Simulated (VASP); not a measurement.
Pt2W, 6 atoms in the cell. Symmetry: Immm, No. 71, orthorhombic system. The conventional cell has a = 2.717 Å, b = 3.882 Å, c = 8.334 Å, α = 90.00°, β = 90.00°, γ = 90.00°. Pt (site symmetry mm2) has 7 Pt at 2.72 to 2.78 Å and 5 W at 2.73 to 2.81 Å within 3.6 Å. W (site symmetry mmm) has 2 W at 2.72 Å and 10 Pt at 2.73 to 2.81 Å within 3.6 Å.  This cell differs from its parent crystal: biaxial strain in the a-b plane: -1.5 %.

- Program: VASP 6.6.1
- Task: single point
- Functional: PBEsol
- Potentials or basis: VASP PAW PBE potentials, release 64 (Pt, W_sv)
- Cutoff: 520 eV
- k mesh: 12 × 10 × 6
- Occupations: gaussian, width 0.1 eV
- Spin: no spin polarisation
- Dipole correction: no
- Further INCAR settings: ALGO = Normal; EDIFF = 1e-06; NBANDS = 43

Potentials or basis: VASP PAW PBE potentials, release 64 (Pt, W_sv).

Run with:

```sh
$ cat potpaw_PBE.64/Pt/POTCAR potpaw_PBE.64/W_sv/POTCAR > POTCAR
$ mpirun -np 1 vasp_std > vasp.out
```

Hardware: 1 thread of Intel(R) Xeon(R) 6975P-C (Granite Rapids), with other jobs on the host.

Task: How long does it take, and how much memory?

Result: Run time: 3.6 min on 1 thread of Intel(R) Xeon(R) 6975P-C (Granite Rapids) (shared host), peak memory 0.57 GiB. Counts: scf iterations 14, k points 168.
